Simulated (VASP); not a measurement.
# SiC (P4/nmm) in VASP: notebook

Runs on SiC. Level: r2SCAN. Tasks: single point, relaxation of cell and atoms.

Everything below comes from runs of VASP 6.6.1. Logs are shortened: lines on timing, memory, paths and dates and some standing lists are left out, and cuts for length are marked.

## 1. The cell of the first run

Symmetry: P4/nmm, No. 129, tetragonal system. The conventional cell has a = 3.243 Å, b = 3.243 Å, c = 4.420 Å, α = 90.00°, β = 90.00°, γ = 90.00°. Within 2.6 Å of Si (site symmetry 4mm) lie 4 C at 1.99 Å. Within 2.6 Å of C (site symmetry -4m2) lie 4 Si at 1.99 Å and 4 C at 2.29 Å.

## 2. Single point, r2SCAN

File POSCAR:

```
SiC
1.0
    3.2425150368      0.0000000000      0.0000000000
    0.0000000000      3.2425150368      0.0000000000
    0.0000000000      0.0000000000      4.4204824448
Si C
2 2
Direct
    0.0000000000      0.5000000000      0.2614816524
    0.5000000000      0.0000000000      0.7385183476
    0.0000000000      0.0000000000      0.0000000000
    0.5000000000      0.5000000000      0.0000000000
```

File INCAR.step1:

```
SYSTEM = SiC
  PREC = Accurate
  ENCUT = 520
  ISMEAR = 0
  SIGMA = 0.1
  LREAL = .False.
  LASPH = .True.
  NELM = 100
  NBANDS = 16
  GGA = PE
  ALGO = Normal
  EDIFF = 1E-4
  LWAVE = .True.
  LCHARG = .False.
```

File INCAR.step2:

```
SYSTEM = SiC
  PREC = Accurate
  ENCUT = 520
  EDIFF = 1E-6
  ISMEAR = 0
  SIGMA = 0.1
  LREAL = .False.
  LASPH = .True.
  NELM = 100
  ALGO = Normal
  ISIF = 2
  LWAVE = .False.
  LCHARG = .False.
  METAGGA = R2SCAN
  LMIXTAU = .True.
  NBANDS = 16
  ISTART = 1
```

File KPOINTS:

```
regular mesh
0
Gamma
  6 6 4
  0 0 0
```

Potentials or basis: VASP PAW PBE potentials, release 64 (Si, C).

On the command line:

```sh
> cat potpaw_PBE.64/Si/POTCAR potpaw_PBE.64/C/POTCAR > POTCAR
> cp INCAR.step1 INCAR
> mpirun -np 1 vasp_std > vasp.out
> cp INCAR.step2 INCAR
> mpirun -np 1 vasp_std > vasp.out
```

OUTCAR:

```text
SYSTEM = SiC
   PREC = Accurate
   ENCUT = 520
   EDIFF = 1E-6
   ISMEAR = 0
   LREAL = .False.
   LASPH = .True.
   NELM = 100
   ISIF = 2
   METAGGA = R2SCAN
   ISTART = 1

 ion  position               nearest neighbor table
   1  0.000  0.500  0.261-   3 1.99   4 1.99   3 1.99   4 1.99   2 3.12   2 3.12   2 3.12   2 3.12

   2  0.500  0.000  0.739-   3 1.99   4 1.99   4 1.99   3 1.99   1 3.12   1 3.12   1 3.12   1 3.12

   3  0.000  0.000  0.000-   1 1.99   2 1.99   1 1.99   2 1.99
   4  0.500  0.500  0.000-   1 1.99   2 1.99   2 1.99   1 1.99

  LATTYP: Found a simple tetragonal cell.
 ALAT       =     3.2425150368
 C/A-ratio  =     1.3632881867

  Lattice vectors:

 A1 = (   3.2425150368,   0.0000000000,   0.0000000000)
 A2 = (   0.0000000000,   3.2425150368,   0.0000000000)
 A3 = (   0.0000000000,   0.0000000000,   4.4204824448)

Analysis of symmetry for initial positions (statically):
=====================================================================
 Subroutine PRICEL returns:
 Original cell was already a primitive cell.

 Routine SETGRP: Setting up the symmetry group for a
 simple tetragonal supercell.

 Subroutine GETGRP returns: Found 16 space group operations
 (whereof  8 operations were pure point group operations)
 out of a pool of 16 trial point group operations.

The static configuration has the point symmetry D_2d.
 The point group associated with its full space group is D_4h.

Analysis of symmetry for dynamics (positions and initial velocities):
=====================================================================
 Subroutine PRICEL returns:
 Original cell was already a primitive cell.

 Routine SETGRP: Setting up the symmetry group for a
 simple tetragonal supercell.

 Subroutine GETGRP returns: Found 16 space group operations
 (whereof  8 operations were pure point group operations)
 out of a pool of 16 trial point group operations.

The dynamic configuration has the point symmetry D_2d.
 The point group associated with its full space group is D_4h.

 Subroutine INISYM returns: Found 16 space group operations
 (whereof  8 operations are pure point group operations),
 and found     1 'primitive' translations

----------------------------------------------------------------------------------------

                                     Primitive cell

  volume of cell :      46.4765

[... 93 lines left out ...]
   LREAL  =      F    real-space projection
   EDIFFG = 0.1E-04   stopping-criterion for IOM
   NSW    =      0    number of steps for IOM
   IBRION =     -1    ionic relax: 0-MD 1-quasi-New 2-CG
   NFREE  =      0    steps in history (QN), initial steepest desc. (CG)
   ISIF   =      2    stress and relaxation
   ISYM   =      2    0-nonsym 1-usesym 2-fastsym
   POTIM  = 0.5000    time-step for ionic-motion
   TEBEG  =    0.0;   TEEND  =   0.0 temperature during run
   PSTRESS=    0.0 pullay stress
   NELECT =      16.0000    total number of electrons
   NUPDOWN=      -1.0000    fix difference up-down
   EMIN   =  10.00;   EMAX   =-10.00  energy-range for DOS
   EFERMI =   0.00;   METHOD = LEGACY
   ISMEAR =     0;   SIGMA  =   0.10  broadening in eV -4-tet -1-fermi 0-gaus
   EFERMI_NEDOS =   21; number of points for ismear=-14 and -15
   IALGO  =     38    algorithm
   IMIX   =      4    mixing-type and parameters
     AMIX     =   0.40;   BMIX     =  1.00
     AMIX_MAG =   1.60;   BMIX_MAG =  1.00
  volume/ion in A,a.u.               =      11.62        78.41
  Fermi-wavevector in a.u.,A,eV,Ry     =   1.147370  2.168215 17.911507  1.316459
  Thomas-Fermi vector in A             =   2.284050
   LORBIT       =      0    0 simple, 1 ext, 2 COOP (PROOUT), +10 PAW based schemes
   METAGGA = R2SCAN    functional components
   LHFCALC =     F    Hartree Fock is set to
   AEXX    =    0.0000 exact exchange contribution
   IVDW    =     0    specifies the selected vdW correction
   LEPSILON=     F    determine dielectric tensor
   LRPA    =     F    only Hartree local field effects (RPA)
 non-spin polarized calculation
 Gauss-broadening in eV      SIGMA  =   0.10
  energy-cutoff  :      520.00
  volume of cell :       46.48
 maximum number of plane-waves:      1272
   NGX = 13   NGY = 13   NGZ = 17

 number of electron      16.0000002 magnetization

 Free energy of the ion-electron system (eV)
  ---------------------------------------------------
  ext. energy  EPLUGINS =         0.00000000
  ---------------------------------------------------
  free energy    TOTEN  =       -31.60969688 eV

  energy without entropy =      -31.60209291  energy(sigma->0) =      -31.60589490

 E-fermi :   7.6164     XC(G=0): -11.6498

 val. band max:        7.6150530885   @ k =   0.3333   0.1667   0.5000
 cond. band min:       7.6831364653   @ k =   0.5000   0.1667   0.5000
 fundamental gap:      0.0680833768
 Fermi energy:         7.6164220294

 k-point     1 :       0.0000    0.0000    0.0000
  band No.  band energies     occupation
      1      -9.9280      2.00000
      2      -1.0860      2.00000
      3       0.4621      2.00000
      4       1.0308      2.00000
      5       1.6337      2.00000
      6       1.6337      2.00000
[... 433 lines left out ...]
      3      -0.1161      2.00000
      4      -0.1161      2.00000
      5       4.7358      2.00000
      6       4.7358      2.00000
[... 8 lines left out ...]
     15      18.7369      0.00000
     16      18.7369      0.00000

 [... further k-points ...]

------------------------ aborting loop because EDIFF is reached ----------------------------------------

  FORCE on cell =-STRESS in cart. coord.  units (eV):
  Direction    XX          YY          ZZ          XY          YZ          ZX
  --------------------------------------------------------------------------------------
  -------------------------------------------------------------------------------------
  Total        0.0292917      0.0292917     -0.0573217      0.0000000      0.0000000      0.0000000
  in kB        1.0097693      1.0097693     -1.9760409      0.0000000      0.0000000      0.0000000
  external PRESSURE =       0.0144992 kB  Pullay stress =       0.0000000 kB

 VOLUME and BASIS-vectors are now :
 -----------------------------------------------------------------------------
  energy-cutoff  :      520.00
  volume of cell :       46.48
      direct lattice vectors                 reciprocal lattice vectors
     3.242515037  0.000000000  0.000000000     0.308402579  0.000000000  0.000000000
     0.000000000  3.242515037  0.000000000     0.000000000  0.308402579  0.000000000
     0.000000000  0.000000000  4.420482445     0.000000000  0.000000000  0.226219652

 POSITION                                       TOTAL-FORCE (eV/Angst)
 -----------------------------------------------------------------------------------
      0.00000      1.62126      1.15588         0.000000     -0.000000     -0.029285
      1.62126      0.00000      3.26461        -0.000000      0.000000      0.029285
      0.00000      0.00000      0.00000         0.000000      0.000000      0.000000
      1.62126      1.62126      0.00000         0.000000     -0.000000      0.000000
 -----------------------------------------------------------------------------------
    total drift:                                0.000000     -0.000000     -0.000000

  FREE ENERGIE OF THE ION-ELECTRON SYSTEM (eV)
  ---------------------------------------------------
  free  energy   TOTEN  =       -31.6096968798 eV

  energy  without entropy=      -31.6020929145  energy(sigma->0) =      -31.60589490
```

OUTCAR.step1:

```text
SYSTEM = SiC
   PREC = Accurate
   ENCUT = 520
   ISMEAR = 0
   LREAL = .False.
   LASPH = .True.
   NELM = 100
[... 688 lines left out ...]
      1.62126      0.00000      3.26461         0.000000      0.000000     -0.302453
      0.00000      0.00000      0.00000         0.000000      0.000000      0.000000
      1.62126      1.62126      0.00000         0.000000     -0.000000      0.000000
 -----------------------------------------------------------------------------------
    total drift:                                0.000000     -0.000000     -0.000000

  FREE ENERGIE OF THE ION-ELECTRON SYSTEM (eV)
  ---------------------------------------------------
  free  energy   TOTEN  =       -23.7804021125 eV

  energy  without entropy=      -23.7719158848  energy(sigma->0) =      -23.77615900
```

OSZICAR.step1:

```text
N       E                     dE             d eps       ncg     rms          rms(c)
DAV:   1     0.256162389478E+02    0.25616E+02   -0.68583E+03   960   0.892E+02
DAV:   2    -0.233023849970E+02   -0.48919E+02   -0.43419E+02  1304   0.143E+02
DAV:   3    -0.254946123546E+02   -0.21922E+01   -0.21713E+01  1248   0.286E+01
DAV:   4    -0.255132414876E+02   -0.18629E-01   -0.18617E-01  1264   0.312E+00
DAV:   5    -0.255134788877E+02   -0.23740E-03   -0.23739E-03  1304   0.332E-01    0.892E+00
DAV:   6    -0.237688721830E+02    0.17446E+01   -0.47655E+00  1160   0.124E+01    0.402E+00
DAV:   7    -0.237813216645E+02   -0.12449E-01   -0.62234E-01  1064   0.458E+00    0.234E+00
DAV:   8    -0.237801082411E+02    0.12134E-02   -0.24582E-02  1264   0.101E+00    0.534E-01
DAV:   9    -0.237802403291E+02   -0.13209E-03   -0.17172E-03  1208   0.306E-01    0.105E-01
DAV:  10    -0.237803969894E+02   -0.15666E-03   -0.59034E-04  1192   0.145E-01    0.482E-02
DAV:  11    -0.237804021125E+02   -0.51230E-05   -0.30362E-05   632   0.408E-02
   1 F= -.23780402E+02 E0= -.23776159E+02  d E =-.848623E-02
```

It took 62 s on 1 thread of Intel Xeon Platinum 8488C (Sapphire Rapids), shared host; peak memory 0.16 GiB.

Results:

```yaml
Free_energy: -31.6097 eV
Pressure: 0.0 GPa
Largest_force: 0.029 eV/Å
Band_gap_on_the_k_mesh: zero (band 8 reaches 9.74 eV, above the bottom of band 9 at 6.48 eV)
```

Forces in eV/Å, atoms in the order of the input:
```
Si   0.000  0.000 -0.029
Si   0.000  0.000  0.029
C    0.000  0.000  0.000
C    0.000  0.000  0.000
```

Stress tensor (GPa, compression positive):
```
 0.10  0.00  0.00
 0.00  0.10  0.00
 0.00  0.00 -0.20
```

Levels at points of the mesh, in eV from the Fermi level:
| k point | band 6 | band 7 | band 8 | band 9 | band 10 | band 11 |
| --- | --- | --- | --- | --- | --- | --- |
| (0.00, 0.00, 0.00) | -5.98 | -0.39 | 2.12 | 2.12 | 2.76 | 5.53 |
| (0.50, 0.00, 0.00) | -3.13 | -2.99 | -2.99 | -1.13 | -1.13 | 8.20 |
| (0.50, 0.50, 0.00) | -4.17 | -0.94 | -0.94 | 1.09 | 1.09 | 4.01 |
| (0.00, 0.00, 0.50) | -1.42 | -0.90 | 1.53 | 1.53 | 1.65 | 3.61 |
| (0.50, 0.00, 0.50) | -2.88 | -1.24 | -1.24 | 0.72 | 0.72 | 6.30 |
| (0.50, 0.50, 0.50) | -5.48 | -2.67 | -2.67 | 4.89 | 4.89 | 4.94 |

Caveat: the PAW data sets were made with another functional, which shifts forces and pressure a little.

## 3. Single point, r2SCAN, collinear spin, ferromagnetic start

This run uses another cell than the first one, of 10.54 Å³/atom, 0.907 times its volume.

File POSCAR:

```
SiC
1.0
    3.2192064630      0.0000000000      0.0000000000
    0.0000000000      3.2192064630      0.0000000000
    0.0000000000      0.0000000000      4.0677472970
Si C
2 2
Direct
    0.0000000000      0.5000000000      0.2351000000
    0.5000000000      0.0000000000      0.7649000000
    0.0000000000      0.0000000000      0.0000000000
    0.5000000000      0.5000000000      0.0000000000
```

File INCAR.step1:

```
SYSTEM = SiC
PREC = Accurate
ENCUT = 520
ISMEAR = 0
SIGMA = 0.1
LREAL = .False.
LASPH = .True.
NELM = 150
ISPIN = 2
MAGMOM = 0 0 1 1
NBANDS = 20
GGA = PE
ALGO = Normal
EDIFF = 1E-4
LWAVE = .True.
LCHARG = .False.
```

File INCAR.step2:

```
SYSTEM = SiC
PREC = Accurate
ENCUT = 520
EDIFF = 1E-7
ISMEAR = 0
SIGMA = 0.1
LREAL = .False.
LASPH = .True.
NELM = 150
ALGO = Normal
ISIF = 2
LWAVE = .False.
LCHARG = .True.
ISPIN = 2
MAGMOM = 0 0 1 1
LORBIT = 11
METAGGA = R2SCAN
LMIXTAU = .True.
LELF = .True.
LVHAR = .True.
NBANDS = 20
ISTART = 1
```

File KPOINTS:

```
Automatic mesh
0
Gamma
  6 6 4
  0 0 0
```

Potentials or basis: VASP PAW PBE potentials, release 64 (Si, C).

On the command line:

```sh
> cat potpaw_PBE.64/Si/POTCAR potpaw_PBE.64/C/POTCAR > POTCAR
> cp INCAR.step1 INCAR
> mpirun -np 1 vasp_std > vasp.out
> cp INCAR.step2 INCAR
> mpirun -np 1 vasp_std > vasp.out
```

Wall time 2.2 min (1 thread of Intel Xeon Platinum 8488C (Sapphire Rapids), shared host); peak memory 0.18 GiB.

The run converged. Its results:

```
Free energy                                           : -30.8605 eV
Pressure                                              : 32.2 GPa
Largest force                                         : 2.794 eV/Å
Band gap on the k mesh                                : zero (filled and empty bands overlap)
Net moment                                            : 0.00 μB per cell
Valence electrons inside the program's atomic spheres : Si 1.70; C 2.52
```

Forces in eV/Å, atoms in the order of the input:
```
Si   0.000  0.000  2.794
Si   0.000  0.000 -2.794
C    0.000  0.000  0.000
C    0.000  0.000  0.000
```

Stress tensor (GPa, compression positive):
```
34.42  0.00  0.00
 0.00 34.42  0.00
 0.00  0.00 27.83
```

Levels at points of the mesh, in eV from the Fermi level:
Spin up:
| k point | band 6 | band 7 | band 8 | band 9 | band 10 | band 11 |
| --- | --- | --- | --- | --- | --- | --- |
| (0.00, 0.00, 0.00) | -5.95 | -0.86 | 1.09 | 1.09 | 1.63 | 6.23 |
| (0.50, 0.00, 0.00) | -4.48 | -2.51 | -2.51 | -2.27 | -2.27 | 9.06 |
| (0.50, 0.50, 0.00) | -4.40 | -0.49 | -0.49 | 2.00 | 2.00 | 3.78 |
| (0.00, 0.00, 0.50) | -1.54 | -0.13 | 0.76 | 0.76 | 2.60 | 2.69 |
| (0.50, 0.00, 0.50) | -4.35 | -2.28 | -2.28 | 1.42 | 1.42 | 6.77 |
| (0.50, 0.50, 0.50) | -5.94 | -2.70 | -2.70 | 3.80 | 3.80 | 6.45 |
Spin down:
| k point | band 5 | band 6 | band 7 | band 8 | band 9 | band 10 | band 11 | band 12 |
| --- | --- | --- | --- | --- | --- | --- | --- | --- |
| (0.00, 0.00, 0.00) | -7.56 | -5.95 | -0.86 | 1.09 | 1.09 | 1.63 | 6.23 | 6.83 |
| (0.50, 0.00, 0.00) | -4.48 | -4.48 | -2.51 | -2.51 | -2.27 | -2.27 | 9.06 | 9.06 |
| (0.50, 0.50, 0.00) | -4.40 | -4.40 | -0.49 | -0.49 | 2.00 | 2.00 | 3.78 | 3.78 |
| (0.00, 0.00, 0.50) | -7.40 | -1.54 | -0.13 | 0.76 | 0.76 | 2.60 | 2.69 | 4.32 |
| (0.50, 0.00, 0.50) | -4.35 | -4.35 | -2.28 | -2.28 | 1.42 | 1.42 | 6.77 | 6.77 |
| (0.50, 0.50, 0.50) | -5.94 | -5.94 | -2.70 | -2.70 | 3.80 | 3.80 | 6.45 | 6.45 |

Caveat: the k points lie up to 0.39 Å⁻¹ apart; the PAW data sets were made with another functional, which shifts forces and pressure a little.

## 4. Relaxation of cell and atoms, r2SCAN

This run uses another cell than the first one, of 10.54 Å³/atom, 0.907 times its volume.

POSCAR is that of step 3.

File INCAR.step1:

```
SYSTEM = SiC
PREC     = Accurate       ! precision mode
ENCUT    = 600            ! plane-wave cutoff, eV
ISMEAR   = 0              ! smearing method
SIGMA    = 0.1            ! smearing width, eV
LREAL    = .FALSE.        ! projectors in reciprocal space
LASPH    = .TRUE.         ! aspherical terms in the spheres
NELM     = 60             ! most SCF steps
GGA      = PE             ! functional
ALGO     = Normal         ! electronic algorithm
EDIFF    = 1E-4           ! SCF threshold, eV
LWAVE    = .TRUE.         ! write WAVECAR
LCHARG   = .FALSE.        ! write CHGCAR
```

File INCAR.step2:

```
SYSTEM = SiC
PREC     = Accurate       ! precision mode
ENCUT    = 600            ! plane-wave cutoff, eV
EDIFF    = 1E-7           ! SCF threshold, eV
ISMEAR   = 0              ! smearing method
SIGMA    = 0.1            ! smearing width, eV
LREAL    = .FALSE.        ! projectors in reciprocal space
LASPH    = .TRUE.         ! aspherical terms in the spheres
NELM     = 60             ! most SCF steps
ALGO     = Normal         ! electronic algorithm
ISIF     = 3              ! what is computed and relaxed
LWAVE    = .FALSE.        ! write WAVECAR
LCHARG   = .FALSE.        ! write CHGCAR
METAGGA  = R2SCAN         ! meta-GGA
LMIXTAU  = .TRUE.       
IBRION   = 2              ! ionic algorithm
NSW      = 90             ! ionic steps
EDIFFG   = -0.04          ! ionic threshold
ISTART   = 1
```

File KPOINTS:

```
regular mesh
0
G
  6 6 4
  0 0 0
```

On the command line:

```sh
> cat potpaw_PBE.64/Si/POTCAR potpaw_PBE.64/C/POTCAR > POTCAR
> cp INCAR.step1 INCAR
> mpirun -np 1 vasp_std > vasp.out
> cp INCAR.step2 INCAR
> mpirun -np 1 vasp_std > vasp.out
```

Run time: 15 min. Hardware: 1 thread of Intel Xeon Platinum 8488C (Sapphire Rapids), shared host; peak memory 0.17 GiB.

The run converged. Its results:

- Free energy: -31.6089 eV
- Relaxed volume: 11.66 Å³/atom
- Relaxed cell: a = 3.249 Å, b = 3.249 Å, c = 4.420 Å, α = 90.00°, β = 90.00°, γ = 90.00°
- Space group after relaxing (to 0.05 Å): P4/nmm (No. 129)
- Energy gained by relaxing: 186.3 meV/atom
- Ionic steps: 16
- Pressure after relaxing: -0.3 GPa
- Largest force after relaxing: 0.011 eV/Å
- Band gap on the k mesh: zero (band 8 reaches 9.64 eV, above the bottom of band 9 at 6.40 eV)

Forces on the atoms (eV/Å):
```
Si   0.000  0.000  0.011
Si   0.000  0.000 -0.011
C    0.000  0.000  0.000
C    0.000  0.000  0.000
```

Stress tensor (GPa, compression positive):
```
-0.45  0.00  0.00
 0.00 -0.45  0.00
 0.00  0.00  0.08
```

Step by step:
```csv
step,energy change (eV),largest force (eV/Å),pressure (GPa),volume (Å³)
1,0.0000,2.7906,32.09,42.16
2,0.1543,2.3038,-20.00,56.38
3,-0.6711,0.0200,-1.05,48.10
4,-0.6721,0.0907,-0.26,47.89
5,-0.6721,0.1311,0.19,47.77
6,-0.7006,0.1348,-0.43,47.86
7,-0.7269,0.1342,-2.55,48.06
8,-0.5741,0.0727,-5.16,48.14
9,-0.7219,0.2925,-3.44,48.12
10,-0.7314,0.0579,-3.03,48.08
11,-0.7345,0.0224,-0.17,47.04
12,-0.7378,0.0325,-1.41,47.47
13,-0.7417,0.1609,-0.14,47.06
14,-0.7418,0.1816,0.00,47.02
15,-0.7436,0.1223,-0.10,46.90
16,-0.7450,0.0112,-0.27,46.65
```

Final structure:
```
Si C
1.0
     3.24879    0.00000    0.00000
     0.00000    3.24879    0.00000
     0.00000    0.00000    4.41975
Si C
2 2
Direct
  0.00000 0.50000 0.26062
  0.50000 0.00000 0.73938
  0.00000 0.00000 0.00000
  0.50000 0.50000 0.00000
```

Levels at points of the mesh, in eV from the Fermi level:
```
           k point  band 6  band 7  band 8  band 9  band 10  band 11
(0.00, 0.00, 0.00)   -6.00   -0.40    2.07    2.07     2.71     5.50
(0.50, 0.00, 0.00)   -3.09   -3.02   -3.02   -1.18    -1.18     8.31
(0.50, 0.50, 0.00)   -4.17   -0.93   -0.93    1.13     1.13     4.02
(0.00, 0.00, 0.50)   -1.38   -0.91    1.49    1.49     1.64     3.56
(0.50, 0.00, 0.50)   -2.92   -1.28   -1.28    0.72     0.72     6.31
(0.50, 0.50, 0.50)   -5.46   -2.66   -2.66    4.87     4.87     4.92
```

Caveat: the k points lie up to 0.36 Å⁻¹ apart in the final cell; the PAW data sets were made with another functional, which shifts forces and pressure a little.

(Part 1 of 2 ends here.)
